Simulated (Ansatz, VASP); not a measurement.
## One calculation of Al2Pt, two programs

Contents of INCAR:

```
SYSTEM = Al2Pt
PREC = Accurate
ENCUT = 520
EDIFF = 1E-6
ISMEAR = 0
SIGMA = 0.05
LREAL = .FALSE.
LASPH = .TRUE.
NELM = 60
ALGO = Normal
ISIF = 2
LWAVE = .FALSE.
LCHARG = .FALSE.
GGA = PE
NBANDS = 15
```

Contents of KPOINTS:

```
regular mesh
0
G
  10 10 10
  0 0 0
```

Contents of POSCAR:

```
Al2Pt
1.0
    0.0000000000      2.9550000000      2.9550000000
    2.9550000000      0.0000000000      2.9550000000
    2.9550000000      2.9550000000      0.0000000000
Al Pt
2 1
Direct
    0.2500000000      0.2500000000      0.2500000000
    0.7500000000      0.7500000000      0.7500000000
    0.0000000000      0.0000000000      0.0000000000
```

Input for Ansatz:

```yaml
crystal:
  lattice:
    - [0.0, 2.955, 2.955]
    - [2.955, 0.0, 2.955]
    - [2.955, 2.955, 0.0]
  atoms:
    - { symbol: Al, position: [0.25, 0.25, 0.25] }
    - { symbol: Al, position: [0.75, 0.75, 0.75] }
    - { symbol: Pt, position: [0.0, 0.0, 0.0] }
basis:
  ecutwfc: 420
  fft_grid_basis: typed
kpoints:
  mp_grid: { grid: [10, 10, 10] }
hamiltonian:
  xc: pbe
scf:
  occupations: { method: gaussian, width: 0.05 }
output:
  forces: true
  stress: true
  eigenvalues: true
  bader: true
  write_density: true
  volumetric_format: npy
  elf: true
```

Alike in both runs: task single point; functional PBE; k mesh 10 × 10 × 10; occupations gaussian, width 0.05 eV; no spin polarisation.

```csv
,VASP,Ansatz
version,VASP 6.6.1,Ansatz 0.2.0
potentials or method,"VASP PAW PBE potentials, release 64 (Al, Pt), cutoff 520 eV","scalar-relativistic, plane waves, PAW"
valence electrons in the cell,16,24
```

```csv
,VASP,Ansatz,Ansatz less VASP
gap on the k mesh at the Fermi level (eV),none,none,-
pressure (GPa),2.3,2.5,+0.16
```

A gap of «none» marks a metal or a gap that the smearing closes. VASP's potentials hold 16 valence electrons a cell and Ansatz's 24, so a difference there can come from the potentials and not from the codes.

Spin-orbit coupling is off throughout.
